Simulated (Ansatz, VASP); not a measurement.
## C: VASP beside Ansatz

INCAR

```
SYSTEM = C
PREC = Accurate
ENCUT = 520
EDIFF = 1E-6
ISMEAR = 0
SIGMA = 0.05
LREAL = .False.
LASPH = .True.
NELM = 100
ALGO = Normal
ISIF = 2
LWAVE = .False.
LCHARG = .False.
GGA = CA
NBANDS = 11
```

The input KPOINTS:

```
regular mesh
0
Gamma
  12 12 12
  0 0 0
```

The input POSCAR:

```
C
1.0
    1.2280263465      0.7090013417      3.3470108394
   -1.2280263465      0.7090013417      3.3470108394
    0.0000000000     -1.4180026834      3.3470108394
C
2
Direct
    0.1640000000      0.1640000000      0.1640000000
    0.8360000000      0.8360000000      0.8360000000
```

Input for Ansatz:

```yaml
crystal:
  lattice:
    - [1.2280263465, 0.7090013417, 3.3470108394]
    - [-1.2280263465, 0.7090013417, 3.3470108394]
    - [0.0, -1.4180026834, 3.3470108394]
  atoms:
    - { symbol: C, position: [0.164, 0.164, 0.164] }
    - { symbol: C, position: [0.836, 0.836, 0.836] }
basis:
  ecutwfc: 420
kpoints:
  mp_grid: { grid: [12, 12, 12] }
hamiltonian:
  xc: lda
scf:
  occupations: { method: gaussian, width: 0.05 }
output:
  forces: true
  stress: true
  eigenvalues: true
```

Alike in both runs: task single point; functional LDA; k mesh 12 × 12 × 12; occupations gaussian, width 0.05 eV; no spin polarisation.

```csv
,VASP,Ansatz
version,VASP 6.6.1,Ansatz 0.2.0
potentials or method,"VASP PAW LDA potentials, release 64 (C), cutoff 520 eV","scalar-relativistic, plane waves, PAW"
valence electrons in the cell,8,8
```

```tsv
	VASP	Ansatz	Ansatz less VASP
gap on the k mesh at the Fermi level (eV)	0.77	0.77	-0.002
least direct gap on the mesh (eV)	0.77	0.77	-0.002
pressure (GPa)	-3.3	-4.1	-0.80
traceless stress, the component that is largest in VASP (GPa)	2.26	3.19	+0.925
rms of the force components (eV/Å)	0.515	0.518	+0.0034
```

LDA's correlation is that of Perdew and Zunger in VASP and of Perdew and Wang (1992) in Ansatz. Atom by atom the forces differ by 0.003 eV/Å (rms over components).
